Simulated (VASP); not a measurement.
# TiAl (Pm-3m) in VASP: further runs, part 2 of 2

VASP 6.6.1. Earlier steps stand in the parts before.

### Step 5. Single point, RPBE

This run uses another cell than the first one, of 16.06 Å³/atom, 0.962 times its volume.

Contents of INCAR:

```
SYSTEM = TiAl
PREC = Accurate
ENCUT = 520
EDIFF = 1E-6
ISMEAR = -1
SIGMA = 0.05
LREAL = .False.
LASPH = .True.
NELM = 100
ALGO = Fast
ISIF = 2
LWAVE = .False.
LCHARG = .True.
GGA = RP
LELF = .True.
LVHAR = .True.
NBANDS = 14
```

Contents of KPOINTS:

```
regular mesh
0
Gamma
  8 8 8
  0 0 0
```

Contents of POSCAR:

```
TiAl
1.0
    3.1790640000      0.0000000000      0.0000000000
    0.0000000000      3.1790640000      0.0000000000
    0.0000000000      0.0000000000      3.1790640000
Ti Al
1 1
Direct
    0.0000000000      0.0000000000      0.0000000000
    0.5000000000      0.5000000000      0.5000000000
```

Potentials or basis: VASP PAW PBE potentials, release 64 (Ti_sv, Al).

Command:

```
cat potpaw_PBE.64/Ti_sv/POTCAR potpaw_PBE.64/Al/POTCAR > POTCAR
mpirun -np 1 vasp_std > vasp.out
```

OUTCAR:

```text
SYSTEM = TiAl
   PREC = Accurate
   ENCUT = 520
   EDIFF = 1E-6
   ISMEAR = -1
   LREAL = .False.
   LASPH = .True.
   NELM = 100
   ISIF = 2
   GGA = RP

 ion  position               nearest neighbor table
   1  0.000  0.000  0.000-   2 2.75   2 2.75   2 2.75   2 2.75   2 2.75   2 2.75   2 2.75   2 2.75

   2  0.500  0.500  0.500-   1 2.75   1 2.75   1 2.75   1 2.75   1 2.75   1 2.75   1 2.75   1 2.75

  LATTYP: Found a simple cubic cell.
 ALAT       =     3.1790640000

  Lattice vectors:

 A1 = (   3.1790640000,   0.0000000000,   0.0000000000)
 A2 = (   0.0000000000,   3.1790640000,   0.0000000000)
 A3 = (   0.0000000000,   0.0000000000,   3.1790640000)

Analysis of symmetry for initial positions (statically):
=====================================================================
 Subroutine PRICEL returns:
 Original cell was already a primitive cell.

 Routine SETGRP: Setting up the symmetry group for a
 simple cubic supercell.

 Subroutine GETGRP returns: Found 48 space group operations
 (whereof 48 operations were pure point group operations)
 out of a pool of 48 trial point group operations.

The static configuration has the point symmetry O_h .

Analysis of symmetry for dynamics (positions and initial velocities):
=====================================================================
 Subroutine PRICEL returns:
 Original cell was already a primitive cell.

 Routine SETGRP: Setting up the symmetry group for a
 simple cubic supercell.

 Subroutine GETGRP returns: Found 48 space group operations
 (whereof 48 operations were pure point group operations)
 out of a pool of 48 trial point group operations.

The dynamic configuration has the point symmetry O_h .

 Subroutine INISYM returns: Found 48 space group operations
 (whereof 48 operations are pure point group operations),
 and found     1 'primitive' translations

----------------------------------------------------------------------------------------

                                     Primitive cell

  volume of cell :      32.1290

  direct lattice vectors                    reciprocal lattice vectors
     3.179064000  0.000000000  0.000000000     0.314557996  0.000000000  0.000000000
     0.000000000  3.179064000  0.000000000     0.000000000  0.314557996  0.000000000
     0.000000000  0.000000000  3.179064000     0.000000000  0.000000000  0.314557996

  length of vectors
     3.179064000  3.179064000  3.179064000     0.314557996  0.314557996  0.314557996

  position of ions in fractional coordinates (direct lattice)
     0.000000000  0.000000000  0.000000000
     0.500000000  0.500000000  0.500000000

  ion indices of the primitive-cell ions
   primitive index   ion index
                 1           1
                 2           2

----------------------------------------------------------------------------------------

 KPOINTS: regular mesh

Automatic generation of k-mesh.
 Grid dimensions read from file:
 generate k-points for:    8    8    8

 Generating k-lattice:

  Cartesian coordinates                     Fractional coordinates (reciprocal lattice)
     0.039319749  0.000000000  0.000000000     0.125000000  0.000000000  0.000000000
     0.000000000  0.039319749  0.000000000     0.000000000  0.125000000  0.000000000
     0.000000000  0.000000000  0.039319749     0.000000000  0.000000000  0.125000000

  Length of vectors
     0.039319749  0.039319749  0.039319749

  Shift w.r.t. Gamma in fractional coordinates (k-lattice)
     0.000000000  0.000000000  0.000000000

 Subroutine IBZKPT returns following result:
 ===========================================

 Found     35 irreducible k-points:

 Following reciprocal coordinates:
            Coordinates               Weight
  0.000000  0.000000  0.000000      1.000000
  0.125000  0.000000  0.000000      6.000000
  0.250000  0.000000  0.000000      6.000000
  0.375000  0.000000  0.000000      6.000000
  0.500000  0.000000  0.000000      3.000000
  0.125000  0.125000  0.000000     12.000000
[... 16 lines left out ...]
  0.375000  0.375000  0.125000     24.000000
  0.500000  0.375000  0.125000     24.000000
 [... further k-points ...]
   k-points           NKPTS =     35   k-points in BZ     NKDIM =     35   number of bands    NBANDS=     14
   number of dos      NEDOS =    301   number of ions     NIONS =      2
   total plane-waves  NPLWV =  13824
   dimension x,y,z NGX =    24 NGY =   24 NGZ =   24
   dimension x,y,z NGXF=    48 NGYF=   48 NGZF=   48
   ions per type =               1   1
   NGX,Y,Z   is equivalent  to a cutoff of  12.55, 12.55, 12.55 a.u.
   NGXF,Y,Z  is equivalent  to a cutoff of  25.10, 25.10, 25.10 a.u.
 SYSTEM =  TiAl
   PREC   = accura    normal or accurate (medium, high low for compatibility)
   ISTART =      0    job   : 0-new  1-cont  2-samecut
   ICHARG =      2    charge: 1-file 2-atom 10-const
   ISPIN  =      1    spin polarized calculation?
   LNONCOLLINEAR =      F non collinear calculations
   LSORBIT =      F    spin-orbit coupling
   LASPH  =      T    aspherical Exc in radial PAW
   ENCUT  =  520.0 eV  38.22 Ry    6.18 a.u.   5.91  5.91  5.91*2*pi/ulx,y,z
   NELM   =    100;   NELMIN=  2; NELMDL= -5     # of ELM steps
   EDIFF  = 0.1E-05   stopping-criterion for ELM
   LREAL  =      F    real-space projection
   EDIFFG = 0.1E-04   stopping-criterion for IOM
   NSW    =      0    number of steps for IOM
   IBRION =     -1    ionic relax: 0-MD 1-quasi-New 2-CG
   NFREE  =      0    steps in history (QN), initial steepest desc. (CG)
   ISIF   =      2    stress and relaxation
   ISYM   =      2    0-nonsym 1-usesym 2-fastsym
   POTIM  = 0.5000    time-step for ionic-motion
   TEBEG  =    0.0;   TEEND  =   0.0 temperature during run
   PSTRESS=    0.0 pullay stress
   NELECT =      15.0000    total number of electrons
   NUPDOWN=      -1.0000    fix difference up-down
   EMIN   =  10.00;   EMAX   =-10.00  energy-range for DOS
   EFERMI =   0.00;   METHOD = LEGACY
   ISMEAR =    -1;   SIGMA  =   0.05  broadening in eV -4-tet -1-fermi 0-gaus
   EFERMI_NEDOS =   21; number of points for ismear=-14 and -15
   IALGO  =     68    algorithm
   IMIX   =      4    mixing-type and parameters
     AMIX     =   0.40;   BMIX     =  1.00
     AMIX_MAG =   1.60;   BMIX_MAG =  1.00
  volume/ion in A,a.u.               =      16.06       108.41
  Fermi-wavevector in a.u.,A,eV,Ry     =   1.270007  2.399964 21.945065  1.612917
  Thomas-Fermi vector in A             =   2.403017
   LORBIT       =      0    0 simple, 1 ext, 2 COOP (PROOUT), +10 PAW based schemes
   GGA     = RP    functional components
   LHFCALC =     F    Hartree Fock is set to
   AEXX    =    0.0000 exact exchange contribution
   IVDW    =     0    specifies the selected vdW correction
   LEPSILON=     F    determine dielectric tensor
   LRPA    =     F    only Hartree local field effects (RPA)
 non-spin polarized calculation
 RMM-DIIS sequential band-by-band and
  energy-cutoff  :      520.00
  volume of cell :       32.13
 maximum number of plane-waves:       912
 NGX is ok and might be reduce to    24
   NGX = 11   NGY = 11   NGZ = 11

 number of electron      14.9999994 magnetization

 Free energy of the ion-electron system (eV)
  ---------------------------------------------------
  ext. energy  EPLUGINS =         0.00000000
  ---------------------------------------------------
  free energy    TOTEN  =       -11.45651079 eV

  energy without entropy =      -11.43411197  energy(sigma->0) =      -11.44531138

 E-fermi :   8.8877     XC(G=0): -11.0003

 val. band max:        8.8670917137   @ k =   0.3750   0.1250   0.1250
 cond. band min:       8.8888817298   @ k =   0.5000   0.3750   0.2500
 fundamental gap:      0.0217900161
 Fermi energy:         8.8877073575

 k-point     1 :       0.0000    0.0000    0.0000
  band No.  band energies     occupation
      1     -48.1566      2.00000
      2     -24.2875      2.00000
      3     -24.2875      2.00000
      4     -24.2875      2.00000
      5      -0.4033      2.00000
      6       7.4338      2.00000
      7       7.4339      2.00000
      8      10.7086      0.00000
      9      10.7086      0.00000
     10      10.7086      0.00000
     11      13.3093      0.00000
     12      13.3093      0.00000
     13      13.3093      0.00000
     14      17.6251      0.00000
[... 375 lines left out ...]
 k-point    24 :       0.5000    0.3750    0.1250
  band No.  band energies     occupation
      1     -48.1279      2.00000
      2     -24.4330      2.00000
      3     -24.4065      2.00000
      4     -24.2828      2.00000
      5       3.8371      2.00000
      6       5.8490      2.00000
      7       6.9099      2.00000
      8       8.2956      1.99999
      9       9.7898      0.00000
     10       9.8131      0.00000
     11      11.7208      0.00000
     12      13.5936      0.00000
     13      13.9785      0.00000
     14      16.3090      0.00000

 [... further k-points ...]
[... 5 lines left out ...]
  --------------------------------------------------------------------------------------
  -------------------------------------------------------------------------------------
  Total        0.6864271      0.6864271      0.6864271     -0.0000000     -0.0000000      0.0000000
  in kB       34.2300221     34.2300221     34.2300221     -0.0000000     -0.0000000      0.0000000
  external PRESSURE =      34.2300221 kB  Pullay stress =       0.0000000 kB

 VOLUME and BASIS-vectors are now :
 -----------------------------------------------------------------------------
  energy-cutoff  :      520.00
  volume of cell :       32.13
      direct lattice vectors                 reciprocal lattice vectors
     3.179064000  0.000000000  0.000000000     0.314557996  0.000000000  0.000000000
     0.000000000  3.179064000  0.000000000     0.000000000  0.314557996  0.000000000
     0.000000000  0.000000000  3.179064000     0.000000000  0.000000000  0.314557996

 POSITION                                       TOTAL-FORCE (eV/Angst)
 -----------------------------------------------------------------------------------
      0.00000      0.00000      0.00000         0.000000      0.000000      0.000000
      1.58953      1.58953      1.58953         0.000000      0.000000      0.000000
 -----------------------------------------------------------------------------------
    total drift:                                0.000000      0.000000      0.000000

  FREE ENERGIE OF THE ION-ELECTRON SYSTEM (eV)
  ---------------------------------------------------
  free  energy   TOTEN  =       -11.4565107879 eV

  energy  without entropy=      -11.4341119728  energy(sigma->0) =      -11.44531138
```

OSZICAR:

```text
N       E                     dE             d eps       ncg     rms          rms(c)
DAV:   1     0.101967411336E+03    0.10197E+03   -0.71991E+03   986   0.108E+03
DAV:   2    -0.731995508259E+01   -0.10929E+03   -0.10531E+03  1034   0.304E+02
DAV:   3    -0.128863527042E+02   -0.55664E+01   -0.53976E+01  1424   0.661E+01
[... 17 lines left out ...]
RMM:  21    -0.114565056044E+02   -0.19757E-05   -0.19093E-05   773   0.114E-02    0.737E-04
RMM:  22    -0.114565078482E+02   -0.22438E-05   -0.23762E-05   787   0.103E-02    0.411E-04
RMM:  23    -0.114565089120E+02   -0.10639E-05   -0.10592E-05   662   0.839E-03    0.385E-04
RMM:  24    -0.114565102891E+02   -0.13771E-05   -0.14808E-05   625   0.771E-03    0.132E-04
RMM:  25    -0.114565107879E+02   -0.49880E-06   -0.61633E-06   628   0.700E-03
   1 F= -.11456511E+02 E0= -.11445311E+02  d E =-.223988E-01
```

Wall time 44 s (1 thread of AMD EPYC 7R13, shared host); peak memory 0.12 GiB.

What came out:

```
Free energy : -11.4565 eV
Pressure    : 3.4 GPa
```

Caveat: the PAW data sets were made with another functional, which shifts forces and pressure a little.

### Step 6. Single point, RPBE

This run uses another cell than the first one, of 16.58 Å³/atom, 0.992 times its volume.

Contents of INCAR:

```
PREC = Accurate ; ENCUT = 520
EDIFF = 1E-6 ; ISMEAR = -1
SIGMA = 0.05 ; LREAL = False
LASPH = True ; NELM = 80
ALGO = Fast ; ISIF = 2
LWAVE = False ; LCHARG = False
GGA = RP ; NBANDS = 14
```

Contents of KPOINTS:

```
regular mesh
0
Gamma
  8 8 8
```

Contents of POSCAR:

```
TiAl
1.0
    3.2126393424      0.0000000000      0.0000000000
    0.0000000000      3.2126393424      0.0000000000
    0.0000000000      0.0000000000      3.2126393424
Ti Al
1 1
Direct
    0.0000000000      0.0000000000      0.0000000000
    0.5000000000      0.5000000000      0.5000000000
```

Potentials or basis: VASP PAW PBE potentials, release 64 (Ti_sv, Al).

Command:

```
cat potpaw_PBE.64/Ti_sv/POTCAR potpaw_PBE.64/Al/POTCAR > POTCAR
mpirun -np 1 vasp_std > vasp.out
```

OUTCAR:

```text
PREC = Accurate
   ENCUT = 520
   EDIFF = 1E-6
   ISMEAR = -1
   LREAL = False
   LASPH = True
   NELM = 80
   ISIF = 2
   GGA = RP

 ion  position               nearest neighbor table
   1  0.000  0.000  0.000-   2 2.78   2 2.78   2 2.78   2 2.78   2 2.78   2 2.78   2 2.78   2 2.78

   2  0.500  0.500  0.500-   1 2.78   1 2.78   1 2.78   1 2.78   1 2.78   1 2.78   1 2.78   1 2.78

  LATTYP: Found a simple cubic cell.
 ALAT       =     3.2126393424

  Lattice vectors:

 A1 = (   3.2126393424,   0.0000000000,   0.0000000000)
 A2 = (   0.0000000000,   3.2126393424,   0.0000000000)
 A3 = (   0.0000000000,   0.0000000000,   3.2126393424)

Analysis of symmetry for initial positions (statically):
=====================================================================
 Subroutine PRICEL returns:
 Original cell was already a primitive cell.

 Routine SETGRP: Setting up the symmetry group for a
 simple cubic supercell.

 Subroutine GETGRP returns: Found 48 space group operations
 (whereof 48 operations were pure point group operations)
 out of a pool of 48 trial point group operations.

The static configuration has the point symmetry O_h .
[... 167 lines left out ...]
 Fermi energy:         8.5579259862

 k-point     1 :       0.0000    0.0000    0.0000
  band No.  band energies     occupation
      1     -48.5521      2.00000
      2     -24.6849      2.00000
      3     -24.6849      2.00000
      4     -24.6849      2.00000
      5      -0.5923      2.00000
      6       7.1758      2.00000
      7       7.1758      2.00000
      8      10.3071      0.00000
      9      10.3071      0.00000
     10      10.3071      0.00000
     11      12.8301      0.00000
     12      12.8301      0.00000
     13      12.8301      0.00000
     14      17.1180      0.00000
[... 377 lines left out ...]
      1     -48.5274      2.00000
      2     -24.8144      2.00000
      3     -24.7909      2.00000
      4     -24.6810      2.00000
      5       3.5778      2.00000
      6       5.5630      2.00000
      7       6.6182      2.00000
      8       7.9826      1.99998
      9       9.4271      0.00000
     10       9.4531      0.00000
     11      11.2698      0.00000
     12      13.0274      0.00000
     13      13.4571      0.00000
     14      15.7586      0.00000

 [... further k-points ...]
[... 5 lines left out ...]
  --------------------------------------------------------------------------------------
  -------------------------------------------------------------------------------------
  Total       -0.0217905     -0.0217905     -0.0217905     -0.0000000     -0.0000000      0.0000000
  in kB       -1.0529114     -1.0529114     -1.0529114     -0.0000000     -0.0000000      0.0000000
  external PRESSURE =      -1.0529114 kB  Pullay stress =       0.0000000 kB

 VOLUME and BASIS-vectors are now :
 -----------------------------------------------------------------------------
  energy-cutoff  :      520.00
  volume of cell :       33.16
      direct lattice vectors                 reciprocal lattice vectors
     3.212639342  0.000000000  0.000000000     0.311270545  0.000000000  0.000000000
     0.000000000  3.212639342  0.000000000     0.000000000  0.311270545  0.000000000
     0.000000000  0.000000000  3.212639342     0.000000000  0.000000000  0.311270545

 POSITION                                       TOTAL-FORCE (eV/Angst)
 -----------------------------------------------------------------------------------
      0.00000      0.00000      0.00000         0.000000      0.000000      0.000000
      1.60632      1.60632      1.60632         0.000000      0.000000      0.000000
 -----------------------------------------------------------------------------------
    total drift:                                0.000000      0.000000      0.000000

  FREE ENERGIE OF THE ION-ELECTRON SYSTEM (eV)
  ---------------------------------------------------
  free  energy   TOTEN  =       -11.4671836554 eV

  energy  without entropy=      -11.4438999842  energy(sigma->0) =      -11.45554182
```

Run time: 36 s. Hardware: 1 thread of AMD EPYC 7R13, shared host; peak memory 0.11 GiB.

Results:

```yaml
Free_energy: -11.4672 eV
Pressure: -0.1 GPa
```

Levels at points of the mesh, in eV from the Fermi level:
```tsv
k point	band 3	band 4	band 5	band 6	band 7	band 8	band 9	band 10	band 11	band 12
(0.00, 0.00, 0.00)	-33.24	-33.24	-9.15	-1.38	-1.38	1.75	1.75	1.75	4.27	4.27
(0.50, 0.00, 0.00)	-33.23	-33.23	-6.00	-5.12	-0.53	0.16	0.16	1.94	2.85	6.42
(0.50, 0.50, 0.00)	-33.37	-33.22	-4.92	-2.13	-2.13	-1.44	0.71	0.71	2.60	4.50
(0.50, 0.50, 0.50)	-33.35	-33.35	-3.00	-3.00	-3.00	0.52	2.66	2.66	2.80	2.80
```

Caveat: the PAW data sets were made with another functional, which shifts forces and pressure a little.

### Step 7. The runs side by side

| level | cell | gap on the mesh (eV) | pressure (GPa) |
| --- | --- | --- | --- |
| r2SCAN | a = 3.221 Å, 2 atoms | none | -4.8 |
| r2SCAN | a = 3.241 Å, 2 atoms | none | -6.6 |
| PBEsol | a = 3.157 Å, 2 atoms | none | 0.0 |
| RPBE | a = 3.179 Å, 2 atoms | none | 3.4 |
| RPBE | a = 3.213 Å, 2 atoms | none | -0.1 |

Alike in all rows: task single point; potentials or basis VASP PAW PBE potentials, release 64 (Ti_sv, Al); no spin polarisation; k mesh 8 × 8 × 8; cutoff (eV) 520; smearing fermi-dirac 0.05 eV.

Caveats: the PAW data sets were made with another functional, which shifts forces and pressure a little.

Total energies depend on the potentials used, so only differences within one code and one set of settings carry meaning.
